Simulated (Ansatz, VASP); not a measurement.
# Ag2PdS2 in VASP and in Ansatz

```
Ag Pd S
1.0
    -2.48114    2.48114    4.41197
     2.48114   -2.48114    4.41197
     2.48114    2.48114   -4.41197
Ag Pd S
2 1 2
Direct
  0.75000 0.25000 0.50000
  0.00000 0.00000 0.00000
  0.25000 0.75000 0.50000
  0.73006 0.73006 0.00000
  0.26994 0.26994 0.00000
```

Alike in both runs: functional PBE; k mesh 3 × 3 × 3; occupations gaussian, width 0.15 eV; no spin polarisation.

Ansatz relaxed the structure, and its values are those at the end. VASP's run is a single point on that final structure, the one shown.

|  | VASP | Ansatz |
| --- | --- | --- |
| version | VASP 6.6.1 | Ansatz 0.2.0 |
| potentials or method | VASP PAW PBE potentials, release 64 (Ag, Pd, S), cutoff 520 eV | scalar-relativistic, plane waves, PAW |
| valence electrons in the cell | 44 | 68 |

```csv
,VASP,Ansatz,Ansatz less VASP
gap on the k mesh at the Fermi level (eV),none,none,-
pressure (GPa),0.1,0.2,+0.12
rms of the force components (eV/Å),0.006,0.004,-0.0023
```

A gap of «none» marks a metal or a gap that the smearing closes. The functional is the same, so the differences come from potentials, cutoffs and numerics. VASP's potentials hold 44 valence electrons a cell and Ansatz's 68, so a difference there can come from the potentials and not from the codes.

The k mesh is coarse, so the values compare programs but aren't converged.
